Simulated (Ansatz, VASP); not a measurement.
# EuO in VASP and in Ansatz

INCAR

```
SYSTEM = EuO
PREC = Accurate
ENCUT = 600
EDIFF = 1E-6
ISMEAR = 0
SIGMA = 0.05
LREAL = .FALSE.
LASPH = .TRUE.
NELM = 200
ALGO = Normal
ISIF = 2
LWAVE = .FALSE.
LCHARG = .FALSE.
ISPIN = 2
MAGMOM = 7 0
LORBIT = 11
LMAXMIX = 6
LDAU = .TRUE.
LDAUTYPE = 2
LDAUL = 3 -1
LDAUU = 7 0
LDAUJ = 0 0
LDAUPRINT = 1
GGA = CA
NBANDS = 22
GGA_COMPAT = .FALSE.
```

KPOINTS

```
regular mesh
0
G
  6 6 6
  0 0 0
```

Contents of POSCAR:

```
EuO
1.0
    0.0000000000      2.5719519700      2.5719519700
    2.5719519700      0.0000000000      2.5719519700
    2.5719519700      2.5719519700      0.0000000000
Eu O
1 1
Direct
    0.5000000000      0.5000000000      0.5000000000
    0.0000000000      0.0000000000      0.0000000000
```

Input for Ansatz:

```yaml
crystal:
  lattice:
    - [0.0, 2.57195197, 2.57195197]
    - [2.57195197, 0.0, 2.57195197]
    - [2.57195197, 2.57195197, 0.0]
  atoms:
    - { symbol: Eu, position: [0.5, 0.5, 0.5], spin: 7.0 }
    - { symbol: O, position: [0.0, 0.0, 0.0] }
basis:
  ecutwfc: 420
  ecutrho_ratio: 4
kpoints:
  mp_grid: { grid: [6, 6, 6] }
hamiltonian:
  xc: lda
  hubbard: { sites: [{ site: 0, l: f, u_eff: 7.0 }] }
scf:
  occupations: { method: gaussian, width: 0.05 }
  lower_state_search: "off"
  max_iter: 150
output:
  forces: true
  stress: true
  eigenvalues: true
  populations: true
  hubbard: { sites: [{ site: 0, l: f }] }
magnetization:
  spin_polarized: true
```

Alike in both runs: task single point; functional LDA; k mesh 6 × 6 × 6; occupations gaussian, width 0.05 eV; collinear spin; Hubbard terms Eu f U = 7.0 eV.

|  | VASP | Ansatz |
| --- | --- | --- |
| version | VASP 6.6.1 | Ansatz 0.2.0 |
| potentials or method | VASP PAW PBE potentials, release 64 (Eu, O), cutoff 600 eV | scalar-relativistic, plane waves, PAW |
| valence electrons in the cell | 23 | 23 |

|  | VASP | Ansatz | Ansatz less VASP |
| --- | --- | --- | --- |
| gap on the k mesh at the Fermi level (eV) | 0.12 | 0.47 | +0.350 |
| least direct gap on the mesh (eV) | 0.30 | 0.73 | +0.427 |
| pressure (GPa) | -6.4 | -6.2 | +0.16 |
| net moment per atom (μB) | 3.50 | 3.50 | 0.000 |
| size of the moment on the site where the two differ most (μB) | 0.08 | 0.07 | -0.007 |

VASP's potentials were made for PBE, not for LDA. LDA's correlation is that of Perdew and Zunger in VASP and of Perdew and Wang (1992) in Ansatz. Site moments also hang on the region over which each program counts them. The programs project onto different local orbitals, so the same U acts differently, and such runs can settle in different states.

Spin-orbit coupling is off throughout.
